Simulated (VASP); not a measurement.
# BP2 (P4/mmm) in VASP: a series of runs

Runs on BP2. Level: PBE. Tasks: single point, relaxation of cell and atoms.

Program: VASP 6.6.1. These are calculated values, not measurements. Logs are shortened: lines on timing, memory, paths and dates and some standing lists are left out, and cuts for length are marked.

## 1. The cell of the first run

Symmetry: P4/mmm, No. 123, tetragonal system. Conventional cell: a = 4.076 Å, b = 4.076 Å, c = 2.344 Å, α = 90.00°, β = 90.00°, γ = 90.00°. B (site symmetry 4/mmm) has 4 P at 2.04 Å and 2 B at 2.34 Å within 2.7 Å. Within 2.7 Å of P (site symmetry mmm) lie 2 B at 2.04 Å and 2 P at 2.34 Å.

## 2. Single point, PBE

INCAR

```
SYSTEM = BP2
  ALGO = Normal
  EDIFF = 1E-7
  ENCUT = 520
  GGA = PE
  ISIF = 2
  ISMEAR = 0
  LASPH = .True.
  LCHARG = .True.
  LELF = .True.
  LREAL = .False.
  LVHAR = .True.
  LWAVE = .False.
  NBANDS = 14
  NELM = 80
  PREC = Accurate
  SIGMA = 0.1
```

KPOINTS

```
k-points
0
Gamma
  4 4 8
  0 0 0
```

POSCAR

```
BP2
1.0
    4.0758259793      0.0000000000      0.0000000000
    0.0000000000      4.0758259793      0.0000000000
    0.0000000000      0.0000000000      2.3437419207
B P
1 2
Direct
    0.5000000000      0.5000000000      0.0000000000
    0.0000000000      0.5000000000      0.0000000000
    0.5000000000      0.0000000000      0.0000000000
```

Potentials or basis: VASP PAW PBE potentials, release 64 (B, P).

Launch:

```console
cat potpaw_PBE.64/B/POTCAR potpaw_PBE.64/P/POTCAR > POTCAR
mpirun -np 1 vasp_std > vasp.out
```

OUTCAR:

```text
SYSTEM = BP2
   EDIFF = 1E-7
   ENCUT = 520
   GGA = PE
   ISIF = 2
   ISMEAR = 0
   LASPH = .True.
   LREAL = .False.
   NELM = 80
   PREC = Accurate

 ion  position               nearest neighbor table
   1  0.500  0.500  0.000-   2 2.04   3 2.04   3 2.04   2 2.04
   2  0.000  0.500  0.000-   1 2.04   1 2.04   3 2.88   3 2.88   3 2.88   3 2.88
   3  0.500  0.000  0.000-   1 2.04   1 2.04   2 2.88   2 2.88   2 2.88   2 2.88

  LATTYP: Found a simple tetragonal cell.
 ALAT       =     4.0758259793
 C/A-ratio  =     0.5750348353

  Lattice vectors:

 A1 = (   4.0758259793,   0.0000000000,   0.0000000000)
 A2 = (   0.0000000000,   4.0758259793,   0.0000000000)
 A3 = (   0.0000000000,   0.0000000000,   2.3437419207)

Analysis of symmetry for initial positions (statically):
=====================================================================
 Subroutine PRICEL returns:
 Original cell was already a primitive cell.

 Routine SETGRP: Setting up the symmetry group for a
 simple tetragonal supercell.

 Subroutine GETGRP returns: Found 16 space group operations
 (whereof 16 operations were pure point group operations)
 out of a pool of 16 trial point group operations.

The static configuration has the point symmetry D_4h.

Analysis of symmetry for dynamics (positions and initial velocities):
=====================================================================
 Subroutine PRICEL returns:
 Original cell was already a primitive cell.

 Routine SETGRP: Setting up the symmetry group for a
 simple tetragonal supercell.

 Subroutine GETGRP returns: Found 16 space group operations
 (whereof 16 operations were pure point group operations)
 out of a pool of 16 trial point group operations.

The dynamic configuration has the point symmetry D_4h.

 Subroutine INISYM returns: Found 16 space group operations
 (whereof 16 operations are pure point group operations),
 and found     1 'primitive' translations

----------------------------------------------------------------------------------------

                                     Primitive cell

  volume of cell :      38.9351

  direct lattice vectors                    reciprocal lattice vectors
     4.075825979  0.000000000  0.000000000     0.245349042  0.000000000  0.000000000
     0.000000000  4.075825979  0.000000000     0.000000000  0.245349042  0.000000000
     0.000000000  0.000000000  2.343741921     0.000000000  0.000000000  0.426668137

  length of vectors
     4.075825979  4.075825979  2.343741921     0.245349042  0.245349042  0.426668137

  position of ions in fractional coordinates (direct lattice)
     0.500000000  0.500000000  0.000000000
     0.000000000  0.500000000  0.000000000
     0.500000000  0.000000000  0.000000000

  ion indices of the primitive-cell ions
   primitive index   ion index
                 1           1
                 2           2
                 3           3

----------------------------------------------------------------------------------------

 KPOINTS: k-points

Automatic generation of k-mesh.
 Grid dimensions read from file:
 generate k-points for:    4    4    8

 Generating k-lattice:

  Cartesian coordinates                     Fractional coordinates (reciprocal lattice)
     0.061337261  0.000000000  0.000000000     0.250000000  0.000000000  0.000000000
     0.000000000  0.061337261  0.000000000     0.000000000  0.250000000  0.000000000
     0.000000000  0.000000000  0.053333517     0.000000000  0.000000000  0.125000000

  Length of vectors
     0.061337261  0.061337261  0.053333517

  Shift w.r.t. Gamma in fractional coordinates (k-lattice)
     0.000000000  0.000000000  0.000000000

 Subroutine IBZKPT returns following result:
 ===========================================

 Found     30 irreducible k-points:

 Following reciprocal coordinates:
            Coordinates               Weight
  0.000000  0.000000  0.000000      1.000000
  0.250000  0.000000  0.000000      4.000000
  0.500000  0.000000  0.000000      2.000000
  0.250000  0.250000  0.000000      4.000000
  0.500000  0.250000  0.000000      4.000000
  0.500000  0.500000  0.000000      1.000000
[... 16 lines left out ...]
  0.500000  0.250000  0.375000      8.000000
  0.500000  0.500000  0.375000      2.000000
 [... further k-points ...]
   k-points           NKPTS =     30   k-points in BZ     NKDIM =     30   number of bands    NBANDS=     14
   number of dos      NEDOS =    301   number of ions     NIONS =      3
   total plane-waves  NPLWV =  16200
   dimension x,y,z NGX =    30 NGY =   30 NGZ =   18
   dimension x,y,z NGXF=    60 NGYF=   60 NGZF=   36
   ions per type =               1   2
   NGX,Y,Z   is equivalent  to a cutoff of  12.24, 12.24, 12.77 a.u.
   NGXF,Y,Z  is equivalent  to a cutoff of  24.47, 24.47, 25.54 a.u.
 SYSTEM =  BP2
   PREC   = accura    normal or accurate (medium, high low for compatibility)
   ISTART =      0    job   : 0-new  1-cont  2-samecut
   ICHARG =      2    charge: 1-file 2-atom 10-const
   ISPIN  =      1    spin polarized calculation?
   LNONCOLLINEAR =      F non collinear calculations
   LSORBIT =      F    spin-orbit coupling
   LASPH  =      T    aspherical Exc in radial PAW
   ENCUT  =  520.0 eV  38.22 Ry    6.18 a.u.   7.58  7.58  4.36*2*pi/ulx,y,z
   NELM   =     80;   NELMIN=  2; NELMDL= -5     # of ELM steps
   EDIFF  = 0.1E-06   stopping-criterion for ELM
   LREAL  =      F    real-space projection
   EDIFFG = 0.1E-05   stopping-criterion for IOM
   NSW    =      0    number of steps for IOM
   IBRION =     -1    ionic relax: 0-MD 1-quasi-New 2-CG
   NFREE  =      0    steps in history (QN), initial steepest desc. (CG)
   ISIF   =      2    stress and relaxation
   ISYM   =      2    0-nonsym 1-usesym 2-fastsym
   POTIM  = 0.5000    time-step for ionic-motion
   TEBEG  =    0.0;   TEEND  =   0.0 temperature during run
   PSTRESS=    0.0 pullay stress
   NELECT =      13.0000    total number of electrons
   NUPDOWN=      -1.0000    fix difference up-down
   EMIN   =  10.00;   EMAX   =-10.00  energy-range for DOS
   EFERMI =   0.00;   METHOD = LEGACY
   ISMEAR =     0;   SIGMA  =   0.10  broadening in eV -4-tet -1-fermi 0-gaus
   EFERMI_NEDOS =   21; number of points for ismear=-14 and -15
   IALGO  =     38    algorithm
   IMIX   =      4    mixing-type and parameters
     AMIX     =   0.40;   BMIX     =  1.00
     AMIX_MAG =   1.60;   BMIX_MAG =  1.00
  volume/ion in A,a.u.               =      12.98        87.58
  Fermi-wavevector in a.u.,A,eV,Ry     =   1.135731  2.146221 17.549959  1.289886
  Thomas-Fermi vector in A             =   2.272436
   LORBIT       =      0    0 simple, 1 ext, 2 COOP (PROOUT), +10 PAW based schemes
   GGA     = PE    functional components
   LHFCALC =     F    Hartree Fock is set to
   AEXX    =    0.0000 exact exchange contribution
   IVDW    =     0    specifies the selected vdW correction
   LEPSILON=     F    determine dielectric tensor
   LRPA    =     F    only Hartree local field effects (RPA)
 non-spin polarized calculation
 Gauss-broadening in eV      SIGMA  =   0.10
  energy-cutoff  :      520.00
  volume of cell :       38.94
 maximum number of plane-waves:      1073
   NGX = 15   NGY = 15   NGZ =  9

 number of electron      12.9999999 magnetization

 Free energy of the ion-electron system (eV)
  ---------------------------------------------------
  ext. energy  EPLUGINS =         0.00000000
  ---------------------------------------------------
  free energy    TOTEN  =       -15.17829631 eV

  energy without entropy =      -15.16861304  energy(sigma->0) =      -15.17345467

 E-fermi :   7.8682     XC(G=0): -11.0350

 val. band max:        7.8606640957   @ k =   0.2500   0.2500   0.5000
 cond. band min:       7.9297157677   @ k =   0.0000   0.0000   0.1250
 fundamental gap:      0.0690516721
 Fermi energy:         7.8681502720

 k-point     1 :       0.0000    0.0000    0.0000
  band No.  band energies     occupation
      1      -8.0495      2.00000
      2      -2.7200      2.00000
      3       0.3655      2.00000
      4       0.3655      2.00000
      5       3.8823      2.00000
      6       7.6042      1.99981
      7       7.6042      1.99981
      8      12.4636      0.00000
      9      12.6450      0.00000
     10      13.8225      0.00000
     11      18.3292      0.00000
     12      19.2866      0.00000
     13      20.0329      0.00000
     14      20.8904      0.00000

 k-point     2 :       0.2500    0.0000    0.0000
  band No.  band energies     occupation
      1      -7.6039      2.00000
      2      -4.1541      2.00000
      3       0.6787      2.00000
      4       0.8677      2.00000
      5       5.5358      2.00000
      6       5.9988      2.00000
      7       6.7126      2.00000
      8      14.1266      0.00000
      9      14.6815      0.00000
     10      15.1989      0.00000
     11      16.0579      0.00000
     12      17.7890      0.00000
     13      19.5650      0.00000
     14      19.9311      0.00000

 k-point     3 :       0.5000    0.0000    0.0000
  band No.  band energies     occupation
      1      -6.6153      2.00000
      2      -5.8090      2.00000
      3       1.1031      2.00000
      4       1.2950      2.00000
      5       4.7719      2.00000
      6       5.1146      2.00000
      7       9.6497      0.00000
      8      11.5714      0.00000
      9      14.5637      0.00000
     10      16.9982      0.00000
     11      17.9329      0.00000
     12      18.7090      0.00000
     13      19.4033      0.00000
     14      19.9624      0.00000
[... 324 lines left out ...]
 k-point    23 :       0.5000    0.2500    0.3750
  band No.  band energies     occupation
      1      -2.8999      2.00000
      2      -2.2749      2.00000
      3       0.9768      2.00000
      4       3.5524      2.00000
      5       4.1543      2.00000
      6       5.3402      2.00000
      7       6.7249      2.00000
      8       8.9755      0.00000
      9      11.2737      0.00000
     10      13.0133      0.00000
     11      13.4040      0.00000
     12      14.5531      0.00000
     13      16.8172      0.00000
     14      19.0996      0.00000

 k-point    24 :       0.5000    0.5000    0.3750
  band No.  band energies     occupation
      1      -2.0722      2.00000
      2      -2.0722      2.00000
      3      -0.7024      2.00000
      4       4.2056      2.00000
      5       4.3313      2.00000
      6       4.3313      2.00000
      7       5.7835      2.00000
      8      11.4591      0.00000
      9      12.3710      0.00000
     10      12.9752      0.00000
     11      13.2355      0.00000
     12      13.2355      0.00000
     13      17.8297      0.00000
     14      20.1732      0.00000

 [... further k-points ...]

------------------------ aborting loop because EDIFF is reached ----------------------------------------

  FORCE on cell =-STRESS in cart. coord.  units (eV):
  Direction    XX          YY          ZZ          XY          YZ          ZX
  --------------------------------------------------------------------------------------
  -------------------------------------------------------------------------------------
  Total       -0.0350792     -0.0350792     -0.0499018      0.0000000      0.0000000      0.0000000
  in kB       -1.4435095     -1.4435095     -2.0534562      0.0000000      0.0000000      0.0000000
  external PRESSURE =      -1.6468250 kB  Pullay stress =       0.0000000 kB

 VOLUME and BASIS-vectors are now :
 -----------------------------------------------------------------------------
  energy-cutoff  :      520.00
  volume of cell :       38.94
      direct lattice vectors                 reciprocal lattice vectors
     4.075825979  0.000000000  0.000000000     0.245349042  0.000000000  0.000000000
     0.000000000  4.075825979  0.000000000     0.000000000  0.245349042  0.000000000
     0.000000000  0.000000000  2.343741921     0.000000000  0.000000000  0.426668137

 POSITION                                       TOTAL-FORCE (eV/Angst)
 -----------------------------------------------------------------------------------
      2.03791      2.03791      0.00000         0.000000      0.000000      0.000000
      0.00000      2.03791      0.00000         0.000000      0.000000      0.000000
      2.03791      0.00000      0.00000         0.000000      0.000000      0.000000
 -----------------------------------------------------------------------------------
    total drift:                                0.000000      0.000000      0.000000

  FREE ENERGIE OF THE ION-ELECTRON SYSTEM (eV)
  ---------------------------------------------------
  free  energy   TOTEN  =       -15.1782963083 eV

  energy  without entropy=      -15.1686130391  energy(sigma->0) =      -15.17345467
```

Run time: 8.9 s. Hardware: 1 thread of AMD EPYC 9R45 (Zen 5), shared host; peak memory 0.11 GiB.

Results:

- Free energy: -15.1783 eV
- Pressure: -0.2 GPa

Levels at points of the mesh, in eV from the Fermi level:
| k point | band 4 | band 5 | band 6 | band 7 | band 8 | band 9 | band 10 | band 11 |
| --- | --- | --- | --- | --- | --- | --- | --- | --- |
| (0.00, 0.00, 0.00) | -7.50 | -3.99 | -0.26 | -0.26 | 4.60 | 4.78 | 5.95 | 10.46 |
| (0.50, 0.00, 0.00) | -6.57 | -3.10 | -2.75 | 1.78 | 3.70 | 6.70 | 9.13 | 10.06 |
| (0.50, 0.50, 0.00) | -6.78 | 1.11 | 1.92 | 1.92 | 2.54 | 6.79 | 7.73 | 8.68 |
| (0.00, 0.00, 0.50) | -4.29 | -4.18 | -4.18 | 0.70 | 1.40 | 3.26 | 3.26 | 3.62 |
| (0.50, 0.00, 0.50) | -6.04 | -3.64 | -1.34 | -0.77 | 0.84 | 1.78 | 4.98 | 5.45 |
| (0.50, 0.50, 0.50) | -5.80 | -5.80 | -4.00 | -2.47 | 2.52 | 4.36 | 5.84 | 5.84 |

Caveat: the k points lie up to 0.39 Å⁻¹ apart.

## 3. Single point, PBE

This run uses another cell than the first one, of 13.18 Å³/atom, 1.016 times its volume.

INCAR

```
SYSTEM = BP2
ALGO = Normal
EDIFF = 1E-6
ENCUT = 520
GGA = PE
ISIF = 2
ISMEAR = 0
LASPH = .True.
LCHARG = .True.
LELF = .True.
LREAL = .False.
LVHAR = .True.
LWAVE = .False.
NBANDS = 14
NELM = 60
PREC = Accurate
SIGMA = 0.1
```

KPOINTS

```
k-points
0
Gamma
  6 6 4
  0 0 0
```

POSCAR

```
BP2
1.0
    4.0326263106      0.0000000000      0.0000000000
    0.0000000000      4.0326263106      0.0000000000
    0.0000000000      0.0000000000      2.4323009823
B P
1 2
Direct
    0.5000000000      0.5000000000      0.0000000000
    0.0000000000      0.5000000000      0.0000000000
    0.5000000000      0.0000000000      0.0000000000
```

Potentials or basis: VASP PAW PBE potentials, release 64 (B, P).

Launch:

```console
cat potpaw_PBE.64/B/POTCAR potpaw_PBE.64/P/POTCAR > POTCAR
mpirun -np 1 vasp_std > vasp.out
```

OUTCAR:

```text
SYSTEM = BP2
   EDIFF = 1E-6
   ENCUT = 520
   GGA = PE
   ISIF = 2
   ISMEAR = 0
   LASPH = .True.
   LREAL = .False.
   NELM = 60
   PREC = Accurate

 ion  position               nearest neighbor table
   1  0.500  0.500  0.000-   2 2.02   3 2.02   3 2.02   2 2.02
   2  0.000  0.500  0.000-   1 2.02   1 2.02   3 2.85   3 2.85   3 2.85   3 2.85
   3  0.500  0.000  0.000-   1 2.02   1 2.02   2 2.85   2 2.85   2 2.85   2 2.85

  LATTYP: Found a simple tetragonal cell.
 ALAT       =     4.0326263106
 C/A-ratio  =     0.6031555604

  Lattice vectors:

 A1 = (   4.0326263106,   0.0000000000,   0.0000000000)
 A2 = (   0.0000000000,   4.0326263106,   0.0000000000)
 A3 = (   0.0000000000,   0.0000000000,   2.4323009823)

Analysis of symmetry for initial positions (statically):
=====================================================================
 Subroutine PRICEL returns:
 Original cell was already a primitive cell.

 Routine SETGRP: Setting up the symmetry group for a
 simple tetragonal supercell.

 Subroutine GETGRP returns: Found 16 space group operations
 (whereof 16 operations were pure point group operations)
[... 182 lines left out ...]
      7       7.8066      0.00656
      8      12.2697      0.00000
      9      12.5230      0.00000
     10      12.9117      0.00000
     11      16.9264      0.00000
     12      18.1567      0.00000
     13      18.8843      0.00000
     14      21.0585      0.00000
[... 377 lines left out ...]
      1      -2.4117      2.00000
      2      -1.4945      2.00000
      3       0.9048      2.00000
      4       2.0123      2.00000
      5       3.6499      2.00000
      6       6.0616      2.00000
      7       7.3586      1.99970
      8       8.2078      0.00000
      9       9.1911      0.00000
     10      12.8760      0.00000
     11      12.9364      0.00000
     12      13.6888      0.00000
     13      14.4904      0.00000
     14      15.4733      0.00000

 [... further k-points ...]

------------------------ aborting loop because EDIFF is reached ----------------------------------------

  FORCE on cell =-STRESS in cart. coord.  units (eV):
  Direction    XX          YY          ZZ          XY          YZ          ZX
  --------------------------------------------------------------------------------------
  -------------------------------------------------------------------------------------
  Total       -0.0552283     -0.0552283     -0.0349266      0.0000000      0.0000000      0.0000000
  in kB       -2.2370679     -2.2370679     -1.4147295      0.0000000      0.0000000      0.0000000
  external PRESSURE =      -1.9629551 kB  Pullay stress =       0.0000000 kB

 VOLUME and BASIS-vectors are now :
 -----------------------------------------------------------------------------
  energy-cutoff  :      520.00
  volume of cell :       39.55
      direct lattice vectors                 reciprocal lattice vectors
     4.032626311  0.000000000  0.000000000     0.247977353  0.000000000  0.000000000
     0.000000000  4.032626311  0.000000000     0.000000000  0.247977353  0.000000000
     0.000000000  0.000000000  2.432300982     0.000000000  0.000000000  0.411133329

 POSITION                                       TOTAL-FORCE (eV/Angst)
 -----------------------------------------------------------------------------------
      2.01631      2.01631      0.00000         0.000000      0.000000      0.000000
      0.00000      2.01631      0.00000         0.000000      0.000000      0.000000
      2.01631      0.00000      0.00000         0.000000      0.000000      0.000000
 -----------------------------------------------------------------------------------
    total drift:                                0.000000      0.000000      0.000000

  FREE ENERGIE OF THE ION-ELECTRON SYSTEM (eV)
  ---------------------------------------------------
  free  energy   TOTEN  =       -14.8337161035 eV

  energy  without entropy=      -14.8266511128  energy(sigma->0) =      -14.83018361
```

stdout:

```text
POSCAR found type information on POSCAR B P
 POSCAR found :  2 types and       3 ions
 scaLAPACK will be used
 LDA part: xc-table for (Slater+PW92), standard interpolation
 POSCAR, INCAR and KPOINTS ok, starting setup
 FFT: planning ... GRIDC
 FFT: planning ... GRID_SOFT
 FFT: planning ... GRID
 WAVECAR not read
 entering main loop
```

Run time: 8.2 s. Hardware: 1 thread of AMD EPYC 9R45 (Zen 5), shared host; peak memory 0.11 GiB.

What came out:

| Quantity | Value |
| --- | --- |
| Free energy | -14.8337 eV |
| Pressure | -0.2 GPa |

Stress tensor (GPa, compression positive):
```
-0.22  0.00  0.00
 0.00 -0.22  0.00
 0.00  0.00 -0.14
```

Caveat: the k points lie up to 0.65 Å⁻¹ apart.

(Continued in part 2 of 2.)
